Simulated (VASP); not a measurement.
# MgSi3N2 (R-3m) in VASP: further runs

The runs below take MgSi3N2 through single point, relaxation of cell and atoms, with PBE.

All numbers are computed with VASP 6.6.1; they aren't measurements. Logs are shortened: lines on timing, memory, paths and dates and some standing lists are left out, and cuts for length are marked.

**1. The cell of the first run**

It takes space group R-3m (No. 166, trigonal). The conventional cell has a = 4.768 Å, b = 4.768 Å, c = 12.384 Å, α = 90.00°, β = 90.00°, γ = 120.00°. Within 2.8 Å of Mg (site symmetry -3m) lie 2 N at 2.01 Å and 6 Si at 2.79 Å. Si (site symmetry -3m) has 8 Si at 2.51 to 3.19 Å and 6 N at 2.75 Å within 3.3 Å. Within 2.2 Å of Si (site symmetry 3m) lie 1 N at 1.67 Å. Within 2.2 Å of N (site symmetry 3m) lie 1 Si at 1.67 Å and 1 Mg at 2.01 Å.

The cell was built from a structure type or drawn by symmetry, and may not be a known phase.

**2. Single point, PBE**

INCAR reads:

```
ALGO = Normal ; EDIFF = 1E-6
ENCUT = 520 ; GGA = PE
ISIF = 2 ; ISMEAR = 0
LASPH = T ; LCHARG = F
LREAL = F ; LWAVE = F
NBANDS = 21 ; NELM = 100
PREC = Accurate ; SIGMA = 0.1
```

KPOINTS reads:

```
k-points
0
Gamma
  6 6 6
```

POSCAR reads:

```
MgSi3N2
1.0
    2.3840152915      1.3764118703      4.1280547228
   -2.3840152915      1.3764118703      4.1280547228
    0.0000000000     -2.7528237406      4.1280547228
Mg Si N
1 3 2
Direct
    0.0000000000      0.0000000000      0.0000000000
    0.5000000000      0.5000000000      0.5000000000
    0.2969428866      0.2969428866      0.2969428866
    0.7030571134      0.7030571134      0.7030571134
    0.8376864539      0.8376864539      0.8376864539
    0.1623135461      0.1623135461      0.1623135461
```

Potentials or basis: VASP PAW PBE potentials, release 64 (Mg, Si, N).

Command:

```
cat potpaw_PBE.64/Mg/POTCAR potpaw_PBE.64/Si/POTCAR potpaw_PBE.64/N/POTCAR > POTCAR
mpirun -np 1 vasp_std > vasp.out
```

OUTCAR:

```text
EDIFF = 1E-6
   ENCUT = 520
   GGA = PE
   ISIF = 2
   ISMEAR = 0
   LASPH = T
   LREAL = F
   NELM = 100
   PREC = Accurate

 ion  position               nearest neighbor table
   1  0.000  0.000  0.000-   5 2.01   6 2.01   4 2.79   4 2.79   3 2.79   3 2.79   4 2.79   3 2.79

   2  0.500  0.500  0.500-   3 2.51   4 2.51
   3  0.297  0.297  0.297-   6 1.67   2 2.51   1 2.79   1 2.79   1 2.79   4 2.90   4 2.90   4 2.90

   4  0.703  0.703  0.703-   5 1.67   2 2.51   1 2.79   1 2.79   1 2.79   3 2.90   3 2.90   3 2.90

   5  0.838  0.838  0.838-   4 1.67   1 2.01
   6  0.162  0.162  0.162-   3 1.67   1 2.01

  LATTYP: Found a trigonal (rhomboedric) cell.
 ALAT       =     4.9617410595
 COS(alpha) =     0.5382787343

  Lattice vectors:

 A1 = (   2.3840152915,   1.3764118703,   4.1280547228)
 A2 = (  -2.3840152915,   1.3764118703,   4.1280547228)
 A3 = (   0.0000000000,  -2.7528237406,   4.1280547228)

Analysis of symmetry for initial positions (statically):
=====================================================================
 Subroutine PRICEL returns:
 Original cell was already a primitive cell.

 Routine SETGRP: Setting up the symmetry group for a
 trigonal (rhombohedral) supercell.

 Subroutine GETGRP returns: Found 12 space group operations
 (whereof 12 operations were pure point group operations)
 out of a pool of 12 trial point group operations.

The static configuration has the point symmetry D_3d.

Analysis of symmetry for dynamics (positions and initial velocities):
=====================================================================
 Subroutine PRICEL returns:
 Original cell was already a primitive cell.

 Routine SETGRP: Setting up the symmetry group for a
 trigonal (rhombohedral) supercell.

 Subroutine GETGRP returns: Found 12 space group operations
 (whereof 12 operations were pure point group operations)
 out of a pool of 12 trial point group operations.

The dynamic configuration has the point symmetry D_3d.

 Subroutine INISYM returns: Found 12 space group operations
 (whereof 12 operations are pure point group operations),
 and found     1 'primitive' translations

----------------------------------------------------------------------------------------

                                     Primitive cell

  volume of cell :      81.2745

  direct lattice vectors                    reciprocal lattice vectors
     2.384015291  1.376411870  4.128054723     0.209730198  0.121087786  0.080748284
    -2.384015291  1.376411870  4.128054723    -0.209730198  0.121087786  0.080748284
     0.000000000 -2.752823741  4.128054723     0.000000000 -0.242175573  0.080748284

  length of vectors
     4.961741059  4.961741059  4.961741059     0.255282772  0.255282772  0.255282772

  position of ions in fractional coordinates (direct lattice)
     0.000000000  0.000000000  0.000000000
     0.500000000  0.500000000  0.500000000
     0.296942887  0.296942887  0.296942887
     0.703057113  0.703057113  0.703057113
     0.837686454  0.837686454  0.837686454
     0.162313546  0.162313546  0.162313546

  ion indices of the primitive-cell ions
   primitive index   ion index
                 1           1
                 2           2
                 3           3
                 4           4
                 5           5
                 6           6

----------------------------------------------------------------------------------------

 KPOINTS: k-points

Automatic generation of k-mesh.
 Grid dimensions read from file:
 generate k-points for:    6    6    6

 Generating k-lattice:

  Cartesian coordinates                     Fractional coordinates (reciprocal lattice)
     0.034955033  0.020181298  0.013458047     0.166666667  0.000000000 -0.000000000
    -0.034955033  0.020181298  0.013458047     0.000000000  0.166666667 -0.000000000
     0.000000000 -0.040362595  0.013458047    -0.000000000 -0.000000000  0.166666667

  Length of vectors
     0.042547129  0.042547129  0.042547129

  Shift w.r.t. Gamma in fractional coordinates (k-lattice)
     0.000000000  0.000000000  0.000000000

 Subroutine IBZKPT returns following result:
 ===========================================

 Found     32 irreducible k-points:

 Following reciprocal coordinates:
            Coordinates               Weight
  0.000000  0.000000  0.000000      1.000000
  0.166667 -0.000000  0.000000      6.000000
  0.333333 -0.000000  0.000000      6.000000
  0.500000  0.000000  0.000000      3.000000
  0.166667  0.166667  0.000000      6.000000
  0.333333  0.166667  0.000000     12.000000
[... 16 lines left out ...]
  0.500000  0.500000  0.166667      6.000000
 -0.333333  0.500000  0.166667     12.000000
 [... further k-points ...]
   k-points           NKPTS =     32   k-points in BZ     NKDIM =     32   number of bands    NBANDS=     21
   number of dos      NEDOS =    301   number of ions     NIONS =      6
   total plane-waves  NPLWV =  64000
   dimension x,y,z NGX =    40 NGY =   40 NGZ =   40
   dimension x,y,z NGXF=    80 NGYF=   80 NGZF=   80
   ions per type =               1   3   2
   NGX,Y,Z   is equivalent  to a cutoff of  13.40, 13.40, 13.40 a.u.
   NGXF,Y,Z  is equivalent  to a cutoff of  26.80, 26.80, 26.80 a.u.
 SYSTEM =  unknown system
   PREC   = accura    normal or accurate (medium, high low for compatibility)
   ISTART =      0    job   : 0-new  1-cont  2-samecut
   ICHARG =      2    charge: 1-file 2-atom 10-const
   ISPIN  =      1    spin polarized calculation?
   LNONCOLLINEAR =      F non collinear calculations
   LSORBIT =      F    spin-orbit coupling
   LASPH  =      T    aspherical Exc in radial PAW
   ENCUT  =  520.0 eV  38.22 Ry    6.18 a.u.   9.23  9.23  9.23*2*pi/ulx,y,z
   NELM   =    100;   NELMIN=  2; NELMDL= -5     # of ELM steps
   EDIFF  = 0.1E-05   stopping-criterion for ELM
   LREAL  =      F    real-space projection
[... 7 lines left out ...]
   TEBEG  =    0.0;   TEEND  =   0.0 temperature during run
   PSTRESS=    0.0 pullay stress
   NELECT =      24.0000    total number of electrons
   NUPDOWN=      -1.0000    fix difference up-down
   EMIN   =  10.00;   EMAX   =-10.00  energy-range for DOS
   EFERMI =   0.00;   METHOD = LEGACY
   ISMEAR =     0;   SIGMA  =   0.10  broadening in eV -4-tet -1-fermi 0-gaus
   EFERMI_NEDOS =   21; number of points for ismear=-14 and -15
   IALGO  =     38    algorithm
   IMIX   =      4    mixing-type and parameters
     AMIX     =   0.40;   BMIX     =  1.00
     AMIX_MAG =   1.60;   BMIX_MAG =  1.00
  volume/ion in A,a.u.               =      13.55        91.41
  Fermi-wavevector in a.u.,A,eV,Ry     =   1.090169  2.060121 16.170098  1.188469
  Thomas-Fermi vector in A             =   2.226388
   LORBIT       =      0    0 simple, 1 ext, 2 COOP (PROOUT), +10 PAW based schemes
   GGA     = PE    functional components
   LHFCALC =     F    Hartree Fock is set to
   AEXX    =    0.0000 exact exchange contribution
   IVDW    =     0    specifies the selected vdW correction
   LEPSILON=     F    determine dielectric tensor
   LRPA    =     F    only Hartree local field effects (RPA)
 non-spin polarized calculation
 Gauss-broadening in eV      SIGMA  =   0.10
  energy-cutoff  :      520.00
  volume of cell :       81.27
 maximum number of plane-waves:      2197
 NGX is ok and might be reduce to    40
   NGX = 19   NGY = 19   NGZ = 19

 number of electron      23.9999999 magnetization

 Free energy of the ion-electron system (eV)
  ---------------------------------------------------
  ext. energy  EPLUGINS =         0.00000000
  ---------------------------------------------------
  free energy    TOTEN  =       -30.83304809 eV

  energy without entropy =      -30.82608242  energy(sigma->0) =      -30.82956526

 E-fermi :   6.3417     XC(G=0): -10.5630

 val. band max:        6.2917377223   @ k =   0.3333   0.3333   0.3333
 cond. band min:       6.3712508280   @ k =   0.3333   0.3333   0.3333
 fundamental gap:      0.0795131056
 Fermi energy:         6.3416535454

 k-point     1 :       0.0000    0.0000    0.0000
  band No.  band energies     occupation
      1      -9.1512      2.00000
      2      -7.0173      2.00000
      3      -2.5927      2.00000
      4       0.5297      2.00000
      5       1.7150      2.00000
      6       2.3312      2.00000
[... 13 lines left out ...]
     20      16.2750      0.00000
     21      16.2750      0.00000

 k-point     2 :       0.1667   -0.0000    0.0000
  band No.  band energies     occupation
      1      -9.0133      2.00000
      2      -7.1428      2.00000
      3      -2.6669      2.00000
      4       0.5506      2.00000
      5       1.0184      2.00000
      6       1.7109      2.00000
[... 13 lines left out ...]
     20      15.0764      0.00000
     21      16.3386      0.00000

 k-point     3 :       0.3333   -0.0000    0.0000
  band No.  band energies     occupation
      1      -8.6438      2.00000
      2      -7.4848      2.00000
      3      -2.8345      2.00000
      4       0.0833      2.00000
      5       0.4625      2.00000
      6       1.2360      2.00000
[... 13 lines left out ...]
     20      14.5285      0.00000
     21      14.5765      0.00000
[... 457 lines left out ...]
 k-point    23 :       0.5000    0.5000    0.1667
  band No.  band energies     occupation
      1      -8.4179      2.00000
      2      -7.4984      2.00000
      3      -2.9784      2.00000
      4      -1.9530      2.00000
      5       0.8069      2.00000
      6       0.8296      2.00000
[... 13 lines left out ...]
     20      12.6850      0.00000
     21      14.2362      0.00000

 k-point    24 :      -0.3333    0.5000    0.1667
  band No.  band energies     occupation
      1      -8.2054      2.00000
      2      -7.7253      2.00000
      3      -2.7680      2.00000
      4      -2.2387      2.00000
      5       0.5195      2.00000
      6       1.3133      2.00000
[... 13 lines left out ...]
     20      13.0191      0.00000
     21      13.2964      0.00000

 [... further k-points ...]

------------------------ aborting loop because EDIFF is reached ----------------------------------------

  FORCE on cell =-STRESS in cart. coord.  units (eV):
  Direction    XX          YY          ZZ          XY          YZ          ZX
  --------------------------------------------------------------------------------------
  -------------------------------------------------------------------------------------
  Total       -0.1103639     -0.1103639      0.0664988      0.0000000     -0.0000000     -0.0000000
  in kB       -2.1756219     -2.1756219      1.3109025      0.0000000     -0.0000000     -0.0000000
  external PRESSURE =      -1.0134471 kB  Pullay stress =       0.0000000 kB

 VOLUME and BASIS-vectors are now :
 -----------------------------------------------------------------------------
  energy-cutoff  :      520.00
  volume of cell :       81.27
      direct lattice vectors                 reciprocal lattice vectors
     2.384015291  1.376411870  4.128054723     0.209730198  0.121087786  0.080748284
    -2.384015291  1.376411870  4.128054723    -0.209730198  0.121087786  0.080748284
     0.000000000 -2.752823741  4.128054723     0.000000000 -0.242175573  0.080748284

 POSITION                                       TOTAL-FORCE (eV/Angst)
 -----------------------------------------------------------------------------------
      0.00000      0.00000      0.00000         0.000000     -0.000000     -0.000000
      0.00000      0.00000      6.19208         0.000000     -0.000000     -0.000000
      0.00000      0.00000      3.67739         0.000000      0.000000      0.060018
      0.00000      0.00000      8.70677         0.000000     -0.000000     -0.060018
      0.00000      0.00000     10.37405         0.000000      0.000000      0.052755
      0.00000      0.00000      2.01012         0.000000     -0.000000     -0.052755
 -----------------------------------------------------------------------------------
    total drift:                                0.000000      0.000000     -0.000000

  FREE ENERGIE OF THE ION-ELECTRON SYSTEM (eV)
  ---------------------------------------------------
  free  energy   TOTEN  =       -30.8330480932 eV

  energy  without entropy=      -30.8260824186  energy(sigma->0) =      -30.82956526
```

Wall time 1.8 min (1 thread of Intel Xeon 8259CL, shared host); peak memory 0.26 GiB.

What came out:

| Item | Value |
| --- | --- |
| Free energy | -30.8330 eV |
| Pressure | -0.1 GPa |
| Largest force | 0.060 eV/Å |
| Band gap on the k mesh | zero (bands 12 and 13 overlap by 1.43 eV) |

Forces on the atoms (eV/Å):
```
Mg   0.000  0.000  0.000
Si   0.000  0.000  0.000
Si   0.000  0.000  0.060
Si   0.000  0.000 -0.060
N    0.000  0.000  0.053
N    0.000  0.000 -0.053
```

Levels at points of the mesh, in eV from the Fermi level:
| k point | band 8 | band 9 | band 10 | band 11 | band 12 | band 13 | band 14 | band 15 | band 16 | band 17 |
| --- | --- | --- | --- | --- | --- | --- | --- | --- | --- | --- |
| (0.00, 0.00, 0.00) | -3.90 | -3.02 | -2.57 | -2.57 | -0.72 | -0.72 | 0.21 | 0.21 | 3.54 | 3.84 |
| (0.50, 0.00, 0.00) | -3.12 | -2.29 | -2.25 | -1.33 | -0.27 | 0.18 | 2.33 | 2.49 | 3.43 | 5.45 |
| (0.50, 0.50, 0.00) | -2.39 | -1.74 | -1.31 | -0.55 | 0.10 | 1.10 | 1.20 | 3.41 | 3.74 | 3.93 |
| (0.50, 0.50, 0.50) | -3.87 | -3.87 | -3.24 | 0.20 | 0.63 | 0.63 | 2.05 | 2.05 | 3.07 | 3.93 |

**3. Single point, PBE**

This run uses another cell than the first one, of 15.03 Å³/atom.

INCAR reads:

```
ALGO = Normal
EDIFF = 1E-7
ENCUT = 520
GGA = PE
ISIF = 2
ISMEAR = 0
LASPH = True
LCHARG = True
LELF = True
LREAL = False
LVHAR = True
LWAVE = False
NBANDS = 21
NELM = 60
PREC = Accurate
SIGMA = 0.1
```

KPOINTS is that of step 2.

POSCAR reads:

```
MgSi3N2
1.0
    2.3284655500      1.3443402100      4.8029623200
   -2.3284655500      1.3443402100      4.8029623200
    0.0000000000     -2.6886804200      4.8029623200
Mg Si N
1 3 2
Direct
    0.0000000000      0.0000000000      0.0000000000
    0.5000000000      0.5000000000      0.5000000000
    0.3293540000      0.3293540000      0.3293540000
    0.6706460000      0.6706460000      0.6706460000
    0.7777343600      0.7777343600      0.7777343600
    0.2222656400      0.2222656400      0.2222656400
```

Potentials or basis: VASP PAW PBE potentials, release 64 (Mg, Si, N).

Command:

```
cat potpaw_PBE.64/Mg/POTCAR potpaw_PBE.64/Si/POTCAR potpaw_PBE.64/N/POTCAR > POTCAR
mpirun -np 1 vasp_std > vasp.out
```

Run time: 2.5 min. Hardware: 1 thread of Intel Xeon 8259CL, shared host; peak memory 0.28 GiB.

The run converged. Its results:

```yaml
Free_energy: -27.9199 eV
Pressure: 10.9 GPa
Largest_force: 6.420 eV/Å
Band_gap_on_the_k_mesh: zero (bands 12 and 13 overlap by 1.53 eV)
```

Forces on the atoms (eV/Å):
```
Mg   0.000  0.000  0.000
Si   0.000  0.000  0.000
Si   0.000  0.000  4.882
Si   0.000  0.000 -4.882
N    0.000  0.000  6.420
N    0.000  0.000 -6.420
```

Stress tensor (GPa, compression positive):
```
 1.98  0.00  0.00
 0.00  1.98  0.00
 0.00  0.00 28.66
```

Levels at points of the mesh, in eV from the Fermi level:
```tsv
k point	band 9	band 10	band 11	band 12	band 13	band 14	band 15	band 16
(0.00, 0.00, 0.00)	-2.83	-2.83	-1.54	-1.03	-1.03	0.15	0.15	3.64
(0.50, 0.00, 0.00)	-2.87	-2.09	-1.04	-0.11	0.83	1.62	2.11	2.73
(0.50, 0.50, 0.00)	-2.31	-2.18	-1.71	0.09	0.11	0.64	2.77	2.89
(0.50, 0.50, 0.50)	-3.31	-2.38	0.49	0.49	0.49	1.00	1.21	1.21
```

Caveat: the cell stands under pressure; forces of over 1 eV/Å act on the atoms, so gaps and moduli don't describe the material at rest.

(Part 1 of 2 ends here.)
